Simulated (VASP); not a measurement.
A run of VASP 6.6.1 is set up as follows.

The input INCAR:

```
PREC = Accurate
ENCUT = 520
EDIFF = 1E-6
ISMEAR = 0
SIGMA = 0.01
LREAL = F
LASPH = T
NELM = 60
ALGO = Normal
ISIF = 2
LWAVE = F
LCHARG = F
NBANDS = 14
```

File KPOINTS:

```
Automatic mesh
0
Gamma
  8 8 8
```

File POSCAR:

```
NaCl
1.0
    2.6775503314      2.6775503314      0.0000000000
   -2.6775503314      2.6775503314      0.0000000000
    0.0000000000      2.6775503314      2.7649805463
Na Cl
1 1
Direct
    0.0000000000      0.0000000000      0.0000000000
    0.5000000000      0.5000000000      0.0000000000
```

Potentials or basis: VASP PAW LDA potentials, release 64 (Na_pv, Cl).

Launch:

```console
$ cat potpaw_LDA.64/Na_pv/POTCAR potpaw_LDA.64/Cl/POTCAR > POTCAR
$ mpirun -np 1 vasp_std > vasp.out
```

**Question.** What does it give for the pressure?

**Answer.** 1.1 GPa.

**Question.** What does it give for the band gap on the k mesh?

**Answer.** 5.20 eV, direct.

Stress tensor (GPa, compression positive):
```
 1.79  0.00  0.00
 0.00  1.79  0.00
 0.00  0.00 -0.25
```

Caveat: the cell differs from its parent crystal (in-plane strain -0.02).
